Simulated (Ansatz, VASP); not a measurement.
Two plane-wave programs on GaN

```
Ga N
1.0
     0.00000    2.21245    2.21245
     2.21245    0.00000    2.21245
     2.21245    2.21245    0.00000
Ga N
1 1
Cartesian
  0.0000 0.0000 0.0000
  2.2124 2.2124 2.2124
```

Alike in both runs: task single point; functional r2SCAN; k mesh 12 × 12 × 12; occupations gaussian, width 0.02 eV; no spin polarisation.

```csv
,VASP,Ansatz
version,VASP 6.6.1,Ansatz 0.2.0
potentials or method,"VASP PAW PBE potentials, release 64 (Ga_d, N), cutoff 520 eV","scalar-relativistic, plane waves, PAW"
valence electrons in the cell,18,18
```

VASP gave:

```
gap on the k mesh at the Fermi level (eV) : 0.21
least direct gap on the mesh (eV)         : 1.63
pressure (GPa)                            : -24.7
```

Question: What did Ansatz give for the same quantities?

Answer: gap on the k mesh at the Fermi level (eV): 0.23; least direct gap on the mesh (eV): 1.61; pressure (GPa): -25.3.

VASP's potentials were made for PBE, not for r2SCAN. The functional is the same, so the differences come from potentials, cutoffs and numerics.
